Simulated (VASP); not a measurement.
Crystal: Mg2CdS3.

```
Mg Cd S
1.0
     3.79579   -0.01390   -0.04418
    -0.02408    6.42758    0.00056
    -0.10838    0.00080    9.27138
Mg Cd S
4 2 6
Direct
  0.02362 0.33872 0.66481
  0.49829 0.83161 0.65745
  0.50723 0.16667 0.34263
  0.99038 0.66713 0.32780
  0.01071 0.99434 0.99499
  0.51838 0.50333 0.99954
  0.49471 0.14941 0.82367
  0.99162 0.66827 0.82316
  0.99585 0.35051 0.17902
  0.50131 0.82804 0.18048
  0.98177 0.99665 0.50507
  0.48612 0.50531 0.50139
```

```yaml
Program: VASP 6.6.1
Task: relaxation of cell and atoms
Functional: PBE
Potentials_or_basis: VASP PAW PBE potentials, release 64 (Mg, Cd, S)
Cutoff: 600 eV
k_mesh: 4 × 2 × 2
Occupations: gaussian, width 0.1 eV
Spin: no spin polarisation
```

At the start: pressure 0.7 GPa; volume 18.85 Å³/atom.

Question: Where does the relaxation end?

Answer: Over 14 steps the energy falls by 18.7 meV/atom and the volume is 18.88 Å³/atom (+0.2 %); space group P1 (No. 1, to 0.1 Å) before, P-3m1 (No. 164, to 0.1 Å).

Step by step:
```tsv
step	energy change (eV)	largest force (eV/Å)	pressure (GPa)	volume (Å³)
1	0.0000	0.8712	0.72	226.17
2	-0.1271	0.4206	-0.47	228.94
3	-0.1629	0.2272	-1.36	231.41
4	-0.1993	0.2071	0.25	226.06
5	-0.1993	0.2067	0.26	225.99
6	-0.2105	0.1454	0.18	226.11
7	-0.2190	0.0906	0.07	226.34
8	-0.2216	0.0436	-0.08	226.77
9	-0.2220	0.0440	-0.17	227.05
10	-0.2229	0.0346	0.14	226.11
11	-0.2229	0.0342	0.09	226.26
12	-0.2236	0.0260	0.04	226.40
13	-0.2238	0.0288	0.00	226.50
14	-0.2240	0.0161	-0.02	226.58
```

Final structure:
```cif
data_structure
_symmetry_space_group_name_H-M 'P 1'
_symmetry_Int_Tables_number 1
_cell_length_a 3.7731
_cell_length_b 6.5131
_cell_length_c 9.2199
_cell_angle_alpha 90.068
_cell_angle_beta 90.009
_cell_angle_gamma 89.999
_cell_volume 226.58
loop_
_atom_site_label
_atom_site_type_symbol
_atom_site_fract_x
_atom_site_fract_y
_atom_site_fract_z
_atom_site_occupancy
Mg1 Mg 0.00004 0.33266 0.66172 1
Mg2 Mg 0.49969 0.83250 0.66207 1
Mg3 Mg 0.49958 0.16732 0.33807 1
Mg4 Mg 0.99987 0.66762 0.33823 1
Cd1 Cd 0.00045 0.99969 0.99993 1
Cd2 Cd 0.49982 0.49999 0.99998 1
S1 S 0.50128 0.16562 0.82122 1
S2 S 0.99995 0.66565 0.82119 1
S3 S 0.00004 0.33442 0.17871 1
S4 S 0.49971 0.83428 0.17875 1
S5 S 0.99958 0.00008 0.49990 1
S6 S 0.49999 0.50016 0.50022 1
```

Caveat: the k points lie up to 0.48 Å⁻¹ apart in the final cell.
